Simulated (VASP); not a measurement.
Wanted: the native input for a VASP 6.6.1 run.

- Task: single point
- Functional: revPBE
- Potentials or basis: VASP PAW PBE potentials, release 64 (Bi_d)
- Cutoff: 520 eV
- k mesh: 8 × 8 × 12
- Occupations: fermi-dirac, width 0.1 eV
- Spin: no spin polarisation
- Dipole correction: no
- Further INCAR settings: ALGO = Normal; EDIFF = 1e-06; NBANDS = 30

The structure of Bi lies in POSCAR:

```
Bi
1.0
    5.7743645236      0.0000000000      0.0000000000
   -2.8871822618      5.0007463681      0.0000000000
    0.0000000000      0.0000000000      3.3956380551
Bi
3
Direct
    0.0000000000      0.0000000000      0.0000000000
    0.3333333333      0.6666666667      0.5000000000
    0.6666666667      0.3333333333      0.5000000000
```

This isn't the form of Bi at room conditions, which is rhombohedral.

The input as run:

INCAR

```
SYSTEM = Bi
  PREC = Accurate
  ENCUT = 520
  EDIFF = 1E-6
  ISMEAR = -1
  SIGMA = 0.1
  LREAL = .False.
  LASPH = .True.
  NELM = 100
  ALGO = Normal
  ISIF = 2
  LWAVE = .False.
  LCHARG = .False.
  GGA = RE
  NBANDS = 30
```

KPOINTS

```
Automatic mesh
0
Gamma
  8 8 12
  0 0 0
```

Potentials or basis: VASP PAW PBE potentials, release 64 (Bi_d).

Run with:

```console
$ cat potpaw_PBE.64/Bi_d/POTCAR > POTCAR
$ mpirun -np 1 vasp_std > vasp.out
```

It gave:

```
Pressure               : -0.2 GPa
Band gap on the k mesh : zero (an odd number of electrons rules out a gap without spin polarisation)
```

Caveat: the PAW data sets were made with another functional, which shifts forces and pressure a little; spin-orbit coupling is left out, which moves the levels of the heavy elements.

Wall time 4.1 min on 1 thread of Intel Xeon 8259CL, on a shared host, peak memory 0.33 GiB.
